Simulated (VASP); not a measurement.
# InP (F-43m) in VASP: a series of runs

The runs below take InP through single point, with PBE.

Everything below comes from runs of VASP 6.6.1. Logs are shortened: lines on timing, memory, paths and dates and some standing lists are left out, and cuts for length are marked.

## (1) The cell of the first run

The structure is cubic, space group F-43m (No. 216). The conventional cell has a = 5.880 Å, b = 5.880 Å, c = 5.880 Å, α = 90.00°, β = 90.00°, γ = 90.00°. Within 3.4 Å of In (site symmetry -43m) lie 4 P at 2.55 Å. P (site symmetry -43m) has 4 In at 2.55 Å within 3.4 Å.

## (2) Single point, PBE

INCAR reads:

```
  ALGO = Normal
  EDIFF = 1E-6
  ENCUT = 520
  GGA = PE
  ISIF = 2
  ISMEAR = 0
  LASPH = True
  LCHARG = False
  LREAL = False
  LWAVE = False
  NBANDS = 16
  NELM = 60
  PREC = Accurate
  SIGMA = 0.05
```

KPOINTS reads:

```
k-points
0
Gamma
  10 10 10
```

POSCAR reads:

```
InP
1.0
    0.0000000000      2.9402359519      2.9402359519
    2.9402359519      0.0000000000      2.9402359519
    2.9402359519      2.9402359519      0.0000000000
In P
1 1
Direct
    0.0000000000      0.0000000000      0.0000000000
    0.7500000000      0.7500000000      0.7500000000
```

Potentials or basis: VASP PAW PBE potentials, release 64 (In_d, P).

Started as:

```
cat potpaw_PBE.64/In_d/POTCAR potpaw_PBE.64/P/POTCAR > POTCAR
mpirun -np 1 vasp_std > vasp.out
```

OUTCAR:

```text
EDIFF = 1E-6
   ENCUT = 520
   GGA = PE
   ISIF = 2
   ISMEAR = 0
   LASPH = True
   LREAL = False
   NELM = 60
   PREC = Accurate

 ion  position               nearest neighbor table
   1  0.000  0.000  0.000-   2 2.55   2 2.55   2 2.55   2 2.55
   2  0.750  0.750  0.750-   1 2.55   1 2.55   1 2.55   1 2.55

  LATTYP: Found a face centered cubic cell.
 ALAT       =     5.8804719038

  Lattice vectors:

 A1 = (   0.0000000000,   2.9402359519,   2.9402359519)
 A2 = (   2.9402359519,   0.0000000000,   2.9402359519)
 A3 = (   2.9402359519,   2.9402359519,   0.0000000000)

Analysis of symmetry for initial positions (statically):
=====================================================================
 Subroutine PRICEL returns:
 Original cell was already a primitive cell.

 Routine SETGRP: Setting up the symmetry group for a
 face centered cubic supercell.

 Subroutine GETGRP returns: Found 24 space group operations
 (whereof 24 operations were pure point group operations)
 out of a pool of 48 trial point group operations.

The static configuration has the point symmetry T_d .

Analysis of symmetry for dynamics (positions and initial velocities):
=====================================================================
 Subroutine PRICEL returns:
 Original cell was already a primitive cell.

 Routine SETGRP: Setting up the symmetry group for a
 face centered cubic supercell.

 Subroutine GETGRP returns: Found 24 space group operations
 (whereof 24 operations were pure point group operations)
 out of a pool of 48 trial point group operations.

The dynamic configuration has the point symmetry T_d .

 Subroutine INISYM returns: Found 24 space group operations
 (whereof 24 operations are pure point group operations),
 and found     1 'primitive' translations

----------------------------------------------------------------------------------------

                                     Primitive cell

  volume of cell :      50.8366

  direct lattice vectors                    reciprocal lattice vectors
     0.000000000  2.940235952  2.940235952    -0.170054379  0.170054379  0.170054379
     2.940235952  0.000000000  2.940235952     0.170054379 -0.170054379  0.170054379
     2.940235952  2.940235952  0.000000000     0.170054379  0.170054379 -0.170054379

  length of vectors
     4.158121560  4.158121560  4.158121560     0.294542825  0.294542825  0.294542825

  position of ions in fractional coordinates (direct lattice)
     0.000000000  0.000000000  0.000000000
     0.750000000  0.750000000  0.750000000

  ion indices of the primitive-cell ions
   primitive index   ion index
                 1           1
                 2           2

----------------------------------------------------------------------------------------

 KPOINTS: k-points

Automatic generation of k-mesh.
 Grid dimensions read from file:
 generate k-points for:   10   10   10

 Generating k-lattice:

  Cartesian coordinates                     Fractional coordinates (reciprocal lattice)
    -0.017005438  0.017005438  0.017005438     0.100000000  0.000000000  0.000000000
     0.017005438 -0.017005438  0.017005438     0.000000000  0.100000000  0.000000000
     0.017005438  0.017005438 -0.017005438     0.000000000  0.000000000  0.100000000

  Length of vectors
     0.029454283  0.029454283  0.029454283

  Shift w.r.t. Gamma in fractional coordinates (k-lattice)
     0.000000000  0.000000000  0.000000000

 Subroutine IBZKPT returns following result:
 ===========================================

 Found     47 irreducible k-points:

 Following reciprocal coordinates:
            Coordinates               Weight
  0.000000  0.000000  0.000000      1.000000
  0.100000  0.000000  0.000000      8.000000
  0.200000  0.000000  0.000000      8.000000
  0.300000  0.000000  0.000000      8.000000
  0.400000  0.000000  0.000000      8.000000
  0.500000  0.000000  0.000000      4.000000
[... 16 lines left out ...]
  0.300000  0.300000  0.000000      6.000000
  0.400000  0.300000  0.000000     24.000000
 [... further k-points ...]
   k-points           NKPTS =     47   k-points in BZ     NKDIM =     47   number of bands    NBANDS=     16
   number of dos      NEDOS =    301   number of ions     NIONS =      2
   total plane-waves  NPLWV =  32768
   dimension x,y,z NGX =    32 NGY =   32 NGZ =   32
   dimension x,y,z NGXF=    64 NGYF=   64 NGZF=   64
   ions per type =               1   1
   NGX,Y,Z   is equivalent  to a cutoff of  12.79, 12.79, 12.79 a.u.
   NGXF,Y,Z  is equivalent  to a cutoff of  25.59, 25.59, 25.59 a.u.
 SYSTEM =  unknown system
   PREC   = accura    normal or accurate (medium, high low for compatibility)
   ISTART =      0    job   : 0-new  1-cont  2-samecut
   ICHARG =      2    charge: 1-file 2-atom 10-const
   ISPIN  =      1    spin polarized calculation?
   LNONCOLLINEAR =      F non collinear calculations
   LSORBIT =      F    spin-orbit coupling
   LASPH  =      T    aspherical Exc in radial PAW
   ENCUT  =  520.0 eV  38.22 Ry    6.18 a.u.   7.73  7.73  7.73*2*pi/ulx,y,z
   NELM   =     60;   NELMIN=  2; NELMDL= -5     # of ELM steps
   EDIFF  = 0.1E-05   stopping-criterion for ELM
   LREAL  =      F    real-space projection
   EDIFFG = 0.1E-04   stopping-criterion for IOM
   NSW    =      0    number of steps for IOM
   IBRION =     -1    ionic relax: 0-MD 1-quasi-New 2-CG
   NFREE  =      0    steps in history (QN), initial steepest desc. (CG)
   ISIF   =      2    stress and relaxation
   ISYM   =      2    0-nonsym 1-usesym 2-fastsym
   POTIM  = 0.5000    time-step for ionic-motion
   TEBEG  =    0.0;   TEEND  =   0.0 temperature during run
   PSTRESS=    0.0 pullay stress
   NELECT =      18.0000    total number of electrons
   NUPDOWN=      -1.0000    fix difference up-down
   EMIN   =  10.00;   EMAX   =-10.00  energy-range for DOS
   EFERMI =   0.00;   METHOD = LEGACY
   ISMEAR =     0;   SIGMA  =   0.05  broadening in eV -4-tet -1-fermi 0-gaus
   EFERMI_NEDOS =   21; number of points for ismear=-14 and -15
   IALGO  =     38    algorithm
   IMIX   =      4    mixing-type and parameters
     AMIX     =   0.40;   BMIX     =  1.00
     AMIX_MAG =   1.60;   BMIX_MAG =  1.00
  volume/ion in A,a.u.               =      25.42       171.53
  Fermi-wavevector in a.u.,A,eV,Ry     =   1.158173  2.188630 18.250379  1.341365
  Thomas-Fermi vector in A             =   2.294778
   LORBIT       =      0    0 simple, 1 ext, 2 COOP (PROOUT), +10 PAW based schemes
   GGA     = PE    functional components
   LHFCALC =     F    Hartree Fock is set to
   AEXX    =    0.0000 exact exchange contribution
   IVDW    =     0    specifies the selected vdW correction
   LEPSILON=     F    determine dielectric tensor
   LRPA    =     F    only Hartree local field effects (RPA)
 non-spin polarized calculation
 Gauss-broadening in eV      SIGMA  =   0.05
  energy-cutoff  :      520.00
  volume of cell :       50.84
 maximum number of plane-waves:      1387
   NGX = 15   NGY = 15   NGZ = 15

 number of electron      18.0000007 magnetization

 Free energy of the ion-electron system (eV)
  ---------------------------------------------------
  ext. energy  EPLUGINS =         0.00000000
  ---------------------------------------------------
  free energy    TOTEN  =        -8.39178844 eV

  energy without entropy =       -8.39178844  energy(sigma->0) =       -8.39178844

 E-fermi :   5.2936     XC(G=0):  -9.2395

 val. band max:        5.0792248302   @ k =   0.0000   0.0000   0.0000
 cond. band min:       5.7373631142   @ k =   0.0000   0.0000   0.0000
 fundamental gap:      0.6581382840
 Fermi energy:         5.2935675790

 k-point     1 :       0.0000    0.0000    0.0000
  band No.  band energies     occupation
      1      -9.0855      2.00000
      2      -9.0855      2.00000
      3      -9.0855      2.00000
      4      -8.9383      2.00000
      5      -8.9383      2.00000
      6      -6.3701      2.00000
[... 8 lines left out ...]
     15      14.5137      0.00000
     16      14.5137      0.00000

 k-point     2 :       0.1000    0.0000    0.0000
  band No.  band energies     occupation
      1      -9.0975      2.00000
      2      -9.0808      2.00000
      3      -9.0808      2.00000
      4      -8.9384      2.00000
      5      -8.9384      2.00000
      6      -6.2571      2.00000
[... 8 lines left out ...]
     15      14.0315      0.00000
     16      14.1775      0.00000

 k-point     3 :       0.2000    0.0000    0.0000
  band No.  band energies     occupation
      1      -9.1275      2.00000
      2      -9.0693      2.00000
      3      -9.0693      2.00000
      4      -8.9373      2.00000
      5      -8.9373      2.00000
      6      -5.9322      2.00000
[... 8 lines left out ...]
     15      13.6168      0.00000
     16      14.4367      0.00000

 k-point     4 :       0.3000    0.0000    0.0000
  band No.  band energies     occupation
      1      -9.1627      2.00000
      2      -9.0574      2.00000
      3      -9.0574      2.00000
      4      -8.9335      2.00000
      5      -8.9335      2.00000
      6      -5.4466      2.00000
[... 8 lines left out ...]
     15      13.9034      0.00000
     16      14.0102      0.00000
[... 324 lines left out ...]
 k-point    22 :      -0.2000    0.2000    0.0000
  band No.  band energies     occupation
      1      -9.1729      2.00000
      2      -9.0495      2.00000
      3      -9.0479      2.00000
      4      -8.9429      2.00000
      5      -8.9302      2.00000
      6      -5.2821      2.00000
[... 8 lines left out ...]
     15      15.3147      0.00000
     16      16.3771      0.00000

 k-point    23 :       0.3000    0.3000    0.0000
  band No.  band energies     occupation
      1      -9.2106      2.00000
      2      -9.0204      2.00000
      3      -9.0204      2.00000
      4      -8.9687      2.00000
      5      -8.9161      2.00000
      6      -5.1384      2.00000
[... 8 lines left out ...]
     15      15.2556      0.00000
     16      17.9499      0.00000

 k-point    24 :       0.4000    0.3000    0.0000
  band No.  band energies     occupation
      1      -9.2296      2.00000
      2      -9.0116      2.00000
      3      -9.0084      2.00000
      4      -8.9720      2.00000
      5      -8.9126      2.00000
      6      -4.7273      2.00000
[... 8 lines left out ...]
     15      15.6734      0.00000
     16      17.7756      0.00000

 [... further k-points ...]

------------------------ aborting loop because EDIFF is reached ----------------------------------------

  FORCE on cell =-STRESS in cart. coord.  units (eV):
  Direction    XX          YY          ZZ          XY          YZ          ZX
  --------------------------------------------------------------------------------------
  -------------------------------------------------------------------------------------
  Total        0.8112237      0.8112237      0.8112237      0.0000000     -0.0000000      0.0000000
  in kB       25.5666984     25.5666984     25.5666984      0.0000000     -0.0000000      0.0000000
  external PRESSURE =      25.5666984 kB  Pullay stress =       0.0000000 kB

 VOLUME and BASIS-vectors are now :
 -----------------------------------------------------------------------------
  energy-cutoff  :      520.00
  volume of cell :       50.84
      direct lattice vectors                 reciprocal lattice vectors
     0.000000000  2.940235952  2.940235952    -0.170054379  0.170054379  0.170054379
     2.940235952  0.000000000  2.940235952     0.170054379 -0.170054379  0.170054379
     2.940235952  2.940235952  0.000000000     0.170054379  0.170054379 -0.170054379

 POSITION                                       TOTAL-FORCE (eV/Angst)
 -----------------------------------------------------------------------------------
      0.00000      0.00000      0.00000        -0.000000     -0.000000     -0.000000
      4.41035      4.41035      4.41035         0.000000      0.000000      0.000000
 -----------------------------------------------------------------------------------
    total drift:                                0.000000      0.000000      0.000000

  FREE ENERGIE OF THE ION-ELECTRON SYSTEM (eV)
  ---------------------------------------------------
  free  energy   TOTEN  =        -8.3917884411 eV

  energy  without entropy=       -8.3917884411  energy(sigma->0) =       -8.39178844
```

Wall time 42 s (1 thread of AMD EPYC 7R13, shared host); peak memory 0.16 GiB.

Results:

| Property | Result |
| --- | --- |
| Free energy | -8.3918 eV |
| Pressure | 2.6 GPa |
| Band gap on the k mesh | 0.66 eV |

Levels at points of the mesh, in eV from the valence-band top:
```
           k point  band 7  band 8  band 9  band 10  band 11  band 12
(0.00, 0.00, 0.00)    0.00    0.00    0.00     0.66     4.09     4.09
(0.50, 0.00, 0.00)   -5.68   -0.96   -0.96     1.48     4.81     4.81
(0.50, 0.50, 0.00)   -5.71   -2.29   -2.29     1.78     2.27     9.15
```

Caveat: spin-orbit coupling is left out, which moves the levels of the heavy elements.

## (3) Single point, PBE (25.40 Å³/atom)

INCAR reads:

```
SYSTEM = InP
  ALGO = Normal
  EDIFF = 1E-7
  ENCUT = 520
  GGA = PE
  ISIF = 2
  ISMEAR = 0
  LASPH = .True.
  LCHARG = .True.
  LELF = .True.
  LREAL = .False.
  LVHAR = .True.
  LWAVE = .False.
  NBANDS = 16
  NELM = 80
  PREC = Accurate
  SIGMA = 0.05
```

KPOINTS reads:

```
k-points
0
Gamma
  10 10 10
  0 0 0
```

POSCAR reads:

```
InP
1.0
    0.0000000000      2.9394018707      2.9394018707
    2.9394018707      0.0000000000      2.9394018707
    2.9394018707      2.9394018707      0.0000000000
In P
1 1
Direct
    0.0000000000      0.0000000000      0.0000000000
    0.7500000000      0.7500000000      0.7500000000
```

Potentials or basis: VASP PAW PBE potentials, release 64 (In_d, P).

Started as:

```
cat potpaw_PBE.64/In_d/POTCAR potpaw_PBE.64/P/POTCAR > POTCAR
mpirun -np 1 vasp_std > vasp.out
```

Wall time 59 s (1 thread of AMD EPYC 7R13, shared host); peak memory 0.17 GiB.

Results (log left out):

```
Free energy            : -8.3911 eV
Pressure               : 2.6 GPa
Band gap on the k mesh : 0.66 eV
```

Levels at points of the mesh, in eV from the valence-band top:
| k point | band 7 | band 8 | band 9 | band 10 | band 11 | band 12 |
| --- | --- | --- | --- | --- | --- | --- |
| (0.00, 0.00, 0.00) | 0.00 | 0.00 | 0.00 | 0.66 | 4.09 | 4.09 |
| (0.50, 0.00, 0.00) | -5.68 | -0.96 | -0.96 | 1.48 | 4.81 | 4.81 |
| (0.50, 0.50, 0.00) | -5.71 | -2.29 | -2.29 | 1.78 | 2.27 | 9.16 |

Caveat: spin-orbit coupling is left out, which moves the levels of the heavy elements. PBE gaps usually lie below the measured ones, often by a third to a half.
